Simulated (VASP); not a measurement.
# PtS2 (Fm-3m) in VASP: further runs

The runs below take PtS2 through single point, relaxation of cell and atoms, with PBE, r2SCAN.

All numbers are computed with VASP 6.6.1; they aren't measurements. Logs are shortened: lines on timing, memory, paths and dates and some standing lists are left out, and cuts for length are marked.

**1. The cell of the first run**

Symmetry: Fm-3m, No. 225, cubic system. The conventional cell has a = 5.972 Å, b = 5.972 Å, c = 5.972 Å, α = 90.00°, β = 90.00°, γ = 90.00°. Within 3.4 Å of Pt (site symmetry m-3m) lie 8 S at 2.59 Å. S (site symmetry -43m) has 4 Pt at 2.59 Å and 6 S at 2.99 Å within 3.4 Å.

**2. Single point, PBE**

Input file INCAR:

```
ALGO     = Normal         # electronic algorithm
EDIFF    = 1E-6           # SCF threshold, eV
ENCUT    = 520            # plane-wave cutoff, eV
GGA      = PE             # functional
ISIF     = 2              # what is computed and relaxed
ISMEAR   = -1             # smearing method
LASPH    = True           # aspherical terms in the spheres
LCHARG   = True           # write CHGCAR
LELF     = True           # ELF
LREAL    = False          # projectors in reciprocal space
LVHAR    = True         
LWAVE    = False          # write WAVECAR
NBANDS   = 18             # bands
NELM     = 60             # most SCF steps
PREC     = Accurate       # precision mode
SIGMA    = 0.02           # smearing width, eV
```

Input file KPOINTS:

```
k-points
0
Gamma
  6 6 6
```

Input file POSCAR:

```
PtS2
1.0
    0.0000000000      2.9861327899      2.9861327899
    2.9861327899      0.0000000000      2.9861327899
    2.9861327899      2.9861327899      0.0000000000
Pt S
1 2
Direct
    0.0000000000      0.0000000000      0.0000000000
    0.2500000000      0.2500000000      0.2500000000
    0.7500000000      0.7500000000      0.7500000000
```

Potentials or basis: VASP PAW PBE potentials, release 64 (Pt, S).

The run is started by

```
cat potpaw_PBE.64/Pt/POTCAR potpaw_PBE.64/S/POTCAR > POTCAR
mpirun -np 1 vasp_std > vasp.out
```

OUTCAR:

```text
EDIFF = 1E-6
   ENCUT = 520
   GGA = PE
   ISIF = 2
   ISMEAR = -1
   LASPH = True
   LREAL = False
   NELM = 60
   PREC = Accurate

 ion  position               nearest neighbor table
   1  0.000  0.000  0.000-   3 2.59   2 2.59   3 2.59   2 2.59   3 2.59   3 2.59   2 2.59   2 2.59

   2  0.250  0.250  0.250-   1 2.59   1 2.59   1 2.59   1 2.59
   3  0.750  0.750  0.750-   1 2.59   1 2.59   1 2.59   1 2.59

  LATTYP: Found a face centered cubic cell.
 ALAT       =     5.9722655798

  Lattice vectors:

 A1 = (   0.0000000000,   2.9861327899,   2.9861327899)
 A2 = (   2.9861327899,   0.0000000000,   2.9861327899)
 A3 = (   2.9861327899,   2.9861327899,   0.0000000000)

Analysis of symmetry for initial positions (statically):
=====================================================================
 Subroutine PRICEL returns:
 Original cell was already a primitive cell.

 Routine SETGRP: Setting up the symmetry group for a
 face centered cubic supercell.

 Subroutine GETGRP returns: Found 48 space group operations
 (whereof 48 operations were pure point group operations)
 out of a pool of 48 trial point group operations.

The static configuration has the point symmetry O_h .

Analysis of symmetry for dynamics (positions and initial velocities):
=====================================================================
 Subroutine PRICEL returns:
 Original cell was already a primitive cell.

 Routine SETGRP: Setting up the symmetry group for a
 face centered cubic supercell.

 Subroutine GETGRP returns: Found 48 space group operations
 (whereof 48 operations were pure point group operations)
 out of a pool of 48 trial point group operations.

The dynamic configuration has the point symmetry O_h .

 Subroutine INISYM returns: Found 48 space group operations
 (whereof 48 operations are pure point group operations),
 and found     1 'primitive' translations

----------------------------------------------------------------------------------------

                                     Primitive cell

  volume of cell :      53.2546

  direct lattice vectors                    reciprocal lattice vectors
     0.000000000  2.986132790  2.986132790    -0.167440645  0.167440645  0.167440645
     2.986132790  0.000000000  2.986132790     0.167440645 -0.167440645  0.167440645
     2.986132790  2.986132790  0.000000000     0.167440645  0.167440645 -0.167440645

  length of vectors
     4.223029491  4.223029491  4.223029491     0.290015704  0.290015704  0.290015704

  position of ions in fractional coordinates (direct lattice)
     0.000000000  0.000000000  0.000000000
     0.250000000  0.250000000  0.250000000
     0.750000000  0.750000000  0.750000000

  ion indices of the primitive-cell ions
   primitive index   ion index
                 1           1
                 2           2
                 3           3

----------------------------------------------------------------------------------------

 KPOINTS: k-points

Automatic generation of k-mesh.
 Grid dimensions read from file:
 generate k-points for:    6    6    6

 Generating k-lattice:

  Cartesian coordinates                     Fractional coordinates (reciprocal lattice)
    -0.027906774  0.027906774  0.027906774     0.166666667  0.000000000  0.000000000
     0.027906774 -0.027906774  0.027906774     0.000000000  0.166666667  0.000000000
     0.027906774  0.027906774 -0.027906774     0.000000000  0.000000000  0.166666667

  Length of vectors
     0.048335951  0.048335951  0.048335951

  Shift w.r.t. Gamma in fractional coordinates (k-lattice)
     0.000000000  0.000000000  0.000000000

 Subroutine IBZKPT returns following result:
 ===========================================

 Found     16 irreducible k-points:

 Following reciprocal coordinates:
            Coordinates               Weight
  0.000000  0.000000  0.000000      1.000000
  0.166667  0.000000  0.000000      8.000000
  0.333333  0.000000  0.000000      8.000000
  0.500000  0.000000  0.000000      4.000000
  0.166667  0.166667  0.000000      6.000000
  0.333333  0.166667  0.000000     24.000000
[... 8 lines left out ...]
 -0.333333  0.333333  0.166667     24.000000
 -0.333333  0.500000  0.166667     12.000000
   k-points           NKPTS =     16   k-points in BZ     NKDIM =     16   number of bands    NBANDS=     18
   number of dos      NEDOS =    301   number of ions     NIONS =      3
   total plane-waves  NPLWV =  32768
   dimension x,y,z NGX =    32 NGY =   32 NGZ =   32
   dimension x,y,z NGXF=    64 NGYF=   64 NGZF=   64
   ions per type =               1   2
   NGX,Y,Z   is equivalent  to a cutoff of  12.60, 12.60, 12.60 a.u.
   NGXF,Y,Z  is equivalent  to a cutoff of  25.19, 25.19, 25.19 a.u.
 SYSTEM =  unknown system
   PREC   = accura    normal or accurate (medium, high low for compatibility)
   ISTART =      0    job   : 0-new  1-cont  2-samecut
   ICHARG =      2    charge: 1-file 2-atom 10-const
[... 95 lines left out ...]

 k-point     4 :       0.5000    0.0000    0.0000
  band No.  band energies     occupation
      1      -6.4529      2.00000
      2      -5.9792      2.00000
      3       1.4373      2.00000
      4       1.4373      2.00000
      5       2.2217      2.00000
      6       4.0330      2.00000
[... 10 lines left out ...]
     17      15.6194      0.00000
     18      18.7939      0.00000

 k-point     5 :       0.1667    0.1667    0.0000
  band No.  band energies     occupation
      1      -7.8193      2.00000
      2      -4.3535      2.00000
      3       0.8850      2.00000
      4       0.8850      2.00000
      5       1.8870      2.00000
      6       2.9643      2.00000
[... 10 lines left out ...]
     17      13.3905      0.00000
     18      15.7244      0.00000

 k-point     6 :       0.3333    0.1667    0.0000
  band No.  band energies     occupation
      1      -7.2759      2.00000
      2      -5.0078      2.00000
      3       1.1704      2.00000
      4       1.1718      2.00000
      5       2.0025      2.00000
      6       3.2213      2.00000
[... 10 lines left out ...]
     17      15.1826      0.00000
     18      16.0789      0.00000

 k-point     7 :       0.5000    0.1667    0.0000
  band No.  band energies     occupation
      1      -6.4822      2.00000
      2      -5.7975      2.00000
      3       1.1032      2.00000
      4       1.5318      2.00000
      5       1.5416      2.00000
      6       3.3971      2.00000
[... 10 lines left out ...]
     17      16.2309      0.00000
     18      17.6559      0.00000

 k-point     8 :      -0.3333    0.1667    0.0000
  band No.  band energies     occupation
      1      -6.7449      2.00000
      2      -5.5617      2.00000
      3       0.9853      2.00000
      4       1.6666      2.00000
      5       1.8954      2.00000
      6       2.8808      2.00000
[... 10 lines left out ...]
     17      16.2453      0.00000
     18      17.1577      0.00000
[... 61 lines left out ...]
     17      16.4573      0.00000
     18      17.3385      0.00000

 k-point    12 :      -0.3333    0.3333    0.0000
  band No.  band energies     occupation
      1      -6.1076      2.00000
      2      -5.9492      2.00000
      3       0.2153      2.00000
      4       1.3284      2.00000
      5       2.2851      2.00000
      6       2.3845      2.00000
[... 10 lines left out ...]
     17      16.5152      0.00000
     18      17.2919      0.00000

 k-point    13 :       0.5000    0.5000    0.0000
  band No.  band energies     occupation
      1      -6.3415      2.00000
      2      -5.4937      2.00000
      3      -0.5677      2.00000
      4       2.0322      2.00000
      5       2.0322      2.00000
      6       2.9985      2.00000
[... 10 lines left out ...]
     17      17.2120      0.00000
     18      17.6782      0.00000

 k-point    14 :       0.5000    0.3333    0.1667
  band No.  band energies     occupation
      1      -6.7005      2.00000
      2      -5.4660      2.00000
      3       0.9182      2.00000
      4       1.0295      2.00000
      5       1.7883      2.00000
      6       3.0553      2.00000
[... 10 lines left out ...]
     17      16.4144      0.00000
     18      17.0201      0.00000

 k-point    15 :      -0.3333    0.3333    0.1667
  band No.  band energies     occupation
      1      -6.0956      2.00000
      2      -5.9628      2.00000
      3       0.4442      2.00000
      4       0.8918      2.00000
      5       2.1718      2.00000
      6       2.8826      2.00000
[... 10 lines left out ...]
     17      16.6186      0.00000
     18      17.4405      0.00000

 k-point    16 :      -0.3333    0.5000    0.1667
  band No.  band energies     occupation
      1      -6.1574      2.00000
      2      -5.7380      2.00000
      3      -0.2211      2.00000
      4       1.1219      2.00000
      5       2.4145      2.00000
      6       2.8786      2.00000
[... 10 lines left out ...]
     17      16.7690      0.00000
     18      17.4179      0.00000

------------------------ aborting loop because EDIFF is reached ----------------------------------------

  FORCE on cell =-STRESS in cart. coord.  units (eV):
  Direction    XX          YY          ZZ          XY          YZ          ZX
  --------------------------------------------------------------------------------------
  -------------------------------------------------------------------------------------
  Total       -0.0871088     -0.0871088     -0.0871088     -0.0000000     -0.0000000     -0.0000000
  in kB       -2.6206872     -2.6206872     -2.6206872     -0.0000000     -0.0000000     -0.0000000
  external PRESSURE =      -2.6206872 kB  Pullay stress =       0.0000000 kB

 VOLUME and BASIS-vectors are now :
 -----------------------------------------------------------------------------
  energy-cutoff  :      520.00
  volume of cell :       53.25
      direct lattice vectors                 reciprocal lattice vectors
     0.000000000  2.986132790  2.986132790    -0.167440645  0.167440645  0.167440645
     2.986132790  0.000000000  2.986132790     0.167440645 -0.167440645  0.167440645
     2.986132790  2.986132790  0.000000000     0.167440645  0.167440645 -0.167440645

 POSITION                                       TOTAL-FORCE (eV/Angst)
 -----------------------------------------------------------------------------------
      0.00000      0.00000      0.00000        -0.000000     -0.000000     -0.000000
      1.49307      1.49307      1.49307        -0.000000      0.000000      0.000000
      4.47920      4.47920      4.47920         0.000000     -0.000000     -0.000000
 -----------------------------------------------------------------------------------
    total drift:                                0.000000     -0.000000      0.000000

  FREE ENERGIE OF THE ION-ELECTRON SYSTEM (eV)
  ---------------------------------------------------
  free  energy   TOTEN  =       -13.5685744199 eV

  energy  without entropy=      -13.5663284639  energy(sigma->0) =      -13.56745144
```

Run time: 12 s. Hardware: 1 thread of Intel Xeon Platinum 8488C (Sapphire Rapids), shared host; peak memory 0.17 GiB.

Results:

```yaml
Free_energy: -13.5686 eV
Pressure: -0.3 GPa
Band_gap_on_the_k_mesh: zero (band 11 reaches 8.31 eV, above the bottom of band 12 at 7.72 eV)
```

Caveat: spin-orbit coupling is left out, which moves the levels of the heavy elements.

**3. Single point, r2SCAN**

This run uses another cell than the first one, of 17.57 Å³/atom, 0.990 times its volume.

Input file POSCAR:

```
PtS2
1.0
    0.0000000000      2.9757935495      2.9757935495
    2.9757935495      0.0000000000      2.9757935495
    2.9757935495      2.9757935495      0.0000000000
Pt S
1 2
Direct
    0.0000000000      0.0000000000      0.0000000000
    0.2500000000      0.2500000000      0.2500000000
    0.7500000000      0.7500000000      0.7500000000
```

Input file INCAR.step1:

```
PREC     = Accurate       # precision mode
ENCUT    = 520            # plane-wave cutoff, eV
ISMEAR   = -1             # smearing method
SIGMA    = 0.02           # smearing width, eV
LREAL    = F              # projectors in reciprocal space
LASPH    = T              # aspherical terms in the spheres
NELM     = 60             # most SCF steps
NBANDS   = 18             # bands
GGA      = PE             # functional
ALGO     = Normal         # electronic algorithm
EDIFF    = 1E-4           # SCF threshold, eV
LWAVE    = T              # write WAVECAR
LCHARG   = F              # write CHGCAR
```

Input file INCAR.step2:

```
PREC     = Accurate       # precision mode
ENCUT    = 520            # plane-wave cutoff, eV
EDIFF    = 1E-7           # SCF threshold, eV
ISMEAR   = -1             # smearing method
SIGMA    = 0.02           # smearing width, eV
LREAL    = F              # projectors in reciprocal space
LASPH    = T              # aspherical terms in the spheres
NELM     = 60             # most SCF steps
ALGO     = Normal         # electronic algorithm
ISIF     = 2              # what is computed and relaxed
LWAVE    = F              # write WAVECAR
LCHARG   = F              # write CHGCAR
METAGGA  = R2SCAN         # meta-GGA
LMIXTAU  = T            
NBANDS   = 18             # bands
ISTART   = 1
```

Input file KPOINTS:

```
Automatic mesh
0
Gamma
  8 8 8
```

Potentials or basis: VASP PAW PBE potentials, release 64 (Pt, S).

The run is started by

```
cat potpaw_PBE.64/Pt/POTCAR potpaw_PBE.64/S/POTCAR > POTCAR
cp INCAR.step1 INCAR
mpirun -np 1 vasp_std > vasp.out
cp INCAR.step2 INCAR
mpirun -np 1 vasp_std > vasp.out
```

Wall time 82 s (1 thread of Intel Xeon Platinum 8488C (Sapphire Rapids), shared host); peak memory 0.19 GiB.

The run converged. Its results:

| Property | Result |
| --- | --- |
| Free energy | -66.6275 eV |
| Pressure | -0.1 GPa |
| Band gap on the k mesh | zero (band 11 reaches 8.40 eV, above the bottom of band 12 at 7.66 eV) |

Levels at points of the mesh, in eV from the Fermi level:
```csv
k point,band 7,band 8,band 9,band 10,band 11,band 12,band 13,band 14,band 15,band 16
"(0.00, 0.00, 0.00)",-4.40,-1.67,-1.67,-1.67,0.39,0.39,0.39,3.29,3.84,3.84
"(0.50, 0.00, 0.00)",-4.20,-4.15,-4.15,-3.98,-2.33,0.41,0.41,5.24,6.66,8.11
"(0.50, 0.50, 0.00)",-5.27,-4.20,-3.93,-2.56,-0.01,1.19,1.19,2.50,7.37,7.84
```

Caveat: the PAW data sets were made with another functional, which shifts forces and pressure a little; spin-orbit coupling is left out, which moves the levels of the heavy elements.

**4. Relaxation of cell and atoms, PBE**

This run uses another cell than the first one, of 18.86 Å³/atom, 1.063 times its volume.

Input file INCAR:

```
SYSTEM = PtS2
ALGO = Normal
EDIFF = 1E-6
EDIFFG = -0.005
ENCUT = 600
GGA = PE
IBRION = 2
ISIF = 3
ISMEAR = -1
LASPH = .True.
LCHARG = .False.
LREAL = .False.
LWAVE = .False.
NELM = 60
NSW = 80
PREC = Accurate
SIGMA = 0.02
```

Input file KPOINTS:

```
k-points
0
Gamma
  6 6 6
  0 0 0
```

Input file POSCAR:

```
PtS2
1.0
    0.0000000000      3.0471787415      3.0471787415
    3.0471787415      0.0000000000      3.0471787415
    3.0471787415      3.0471787415      0.0000000000
Pt S
1 2
Direct
    0.0000000000      0.0000000000      0.0000000000
    0.2500000000      0.2500000000      0.2500000000
    0.7500000000      0.7500000000      0.7500000000
```

The run is started by

```
cat potpaw_PBE.64/Pt/POTCAR potpaw_PBE.64/S/POTCAR > POTCAR
mpirun -np 1 vasp_std > vasp.out
```

Wall time 81 s (1 thread of Intel Xeon Platinum 8488C (Sapphire Rapids), shared host); peak memory 0.21 GiB.

The run converged. Its results:

```yaml
Free_energy: -13.5692 eV
Relaxed_volume: 17.72 Å³/atom
Relaxed_cell: a = 4.221 Å, b = 4.221 Å, c = 4.221 Å, α = 60.00°, β = 60.00°, γ = 60.00°
Space_group_after_relaxing_to_0.05_Å: Fm-3m (No. 225)
Energy_gained_by_relaxing: 25.8 meV/atom
Ionic_steps: 6
Pressure_after_relaxing: 0.0 GPa
Band_gap_on_the_k_mesh: zero (band 11 reaches 8.34 eV, above the bottom of band 12 at 7.75 eV)
```

Step by step:
| step | energy change (eV) | largest force (eV/Å) | pressure (GPa) | volume (Å³) |
| --- | --- | --- | --- | --- |
| 1 | 0.0000 | 0.0000 | -6.81 | 56.59 |
| 2 | -0.0082 | 0.0000 | 8.09 | 50.27 |
| 3 | -0.0775 | 0.0000 | -0.06 | 53.19 |
| 4 | -0.0774 | 0.0000 | 0.10 | 53.12 |
| 5 | -0.0774 | 0.0000 | -0.11 | 53.20 |
| 6 | -0.0775 | 0.0000 | 0.01 | 53.16 |

Final structure:
```
Pt S
1.0
     0.00000    2.98441    2.98441
     2.98441    0.00000    2.98441
     2.98441    2.98441    0.00000
Pt S
1 2
Direct
  0.00000 0.00000 0.00000
  0.25000 0.25000 0.25000
  0.75000 0.75000 0.75000
```

Levels at points of the mesh, in eV from the Fermi level:
```
           k point  band 9  band 10  band 11  band 12  band 13  band 14
(0.00, 0.00, 0.00)   -1.52    -1.52     0.38     0.38     0.38     2.83
(0.50, 0.00, 0.00)   -3.90    -3.78    -2.26     0.42     0.42     4.87
(0.50, 0.50, 0.00)   -3.64    -2.46     0.04     1.14     1.14     2.40
```

Caveat: spin-orbit coupling is left out, which moves the levels of the heavy elements.

**5. Overview**

```tsv
task	level	cell	k mesh	cutoff (eV)	gap on the mesh (eV)	pressure (GPa)
single point	PBE	a = 4.223 Å, angles 60.0°, 3 atoms	6 × 6 × 6	520	none	-0.3
single point	r2SCAN	a = 4.208 Å, angles 60.0°, 3 atoms	8 × 8 × 8	520	none	-0.1
relaxation of cell and atoms	PBE	relaxed from a = 4.309 Å, angles 60.0°, 3 atoms	6 × 6 × 6	600	none	0.0
```

Alike in all rows: potentials or basis VASP PAW PBE potentials, release 64 (Pt, S); no spin polarisation; smearing fermi-dirac 0.02 eV.

Caveats: spin-orbit coupling is left out, which moves the levels of the heavy elements; the PAW data sets were made with another functional, which shifts forces and pressure a little (some runs).

Total energies depend on the potentials used, so only differences within one code and one set of settings carry meaning.
